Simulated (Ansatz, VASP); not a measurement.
# LaO4 in VASP and in Ansatz

```
La O
1.0
    -2.77649    2.77649    2.77649
     2.77649   -2.77649    2.77649
     2.77649    2.77649   -2.77649
La O
1 4
Cartesian
  0.0000 0.0000 0.0000
  1.3882 -1.3882 1.3882
  1.3882 1.3882 1.3882
  1.3882 1.3882 -1.3882
  -1.3882 1.3882 1.3882
```

Change from the starting cell: species swapped into the GeF4 type (I-43m, No. 217).

Alike in both runs: functional PBE; k mesh 10 × 10 × 10; occupations gaussian, width 0.1 eV; no spin polarisation.

Ansatz relaxed the structure, and its values are those at the end. VASP's run is a single point on that final structure, the one shown.

|  | VASP | Ansatz |
| --- | --- | --- |
| version | VASP 6.6.1 | Ansatz 0.2.0 |
| potentials or method | VASP PAW PBE potentials, release 64 (La, O), cutoff 520 eV | scalar-relativistic, plane waves, PAW |
| valence electrons in the cell | 35 | 35 |

```csv
,VASP,Ansatz,Ansatz less VASP
gap on the k mesh at the Fermi level (eV),none,none,-
pressure (GPa),-0.1,0.0,+0.14
```

A gap of «none» marks a metal or a gap that the smearing closes. With one functional, cell and mesh, what is left measures potentials, basis and numerics.

Spin-orbit coupling is off throughout.
